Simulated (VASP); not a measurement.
Set up this calculation in VASP 6.6.1, as the native input.

| Quantity | Value |
| --- | --- |
| Task | relaxation of shape and atoms at fixed volume |
| Functional | PBE |
| Potentials or basis | VASP PAW PBE potentials, release 64 (Sn_d) |
| Cutoff | 600 eV |
| k mesh | 14 × 14 × 14 |
| Occupations | gaussian, width 0.1 eV |
| Spin | no spin polarisation |
| Dipole correction | no |
| Further INCAR settings | ALGO = Fast; EDIFF = 1e-06; IBRION = 2; EDIFFG = -0.01; NSW = 50; ISIF = 4 |

The structure of Sn lies in POSCAR:

```
Sn
1.0
   -2.8406567522      2.8406567522      1.5489193888
    2.8406567522     -2.8406567522      1.5489193888
    2.8406567522      2.8406567522     -1.5489193888
Sn
2
Direct
    0.7500000000      0.2500000000      0.5000000000
    0.0000000000      0.0000000000      0.0000000000
```

This cell differs from its parent crystal: volume scaled by 0.88.

These files were run (other wordings do the same):

INCAR

```
PREC = Accurate ; ENCUT = 600
EDIFF = 1E-6 ; ISMEAR = 0
SIGMA = 0.1 ; LREAL = F
LASPH = T ; NELM = 80
ALGO = Fast ; ISIF = 4
LWAVE = F ; LCHARG = F
GGA = PE ; IBRION = 2
NSW = 50 ; EDIFFG = -0.01
```

KPOINTS

```
Automatic mesh
0
Gamma
  14 14 14
```

Potentials or basis: VASP PAW PBE potentials, release 64 (Sn_d).

Command:

```sh
$ cat potpaw_PBE.64/Sn_d/POTCAR > POTCAR
$ mpirun -np 1 vasp_std > vasp.out
```

Results of the run:

```yaml
Energy_gained_by_relaxing: 0.0 meV/atom
Ionic_steps: 2
Pressure_after_relaxing: 8.3 GPa
Band_gap_on_the_k_mesh: zero (band 14 reaches 10.68 eV, above the bottom of band 15 at 6.17 eV)
```

Caveat: spin-orbit coupling is left out, which moves the levels of the heavy elements.

It took 13 min on 1 thread of Oxide Virtual Turin-like Processor, on a shared host, peak memory 0.34 GiB.
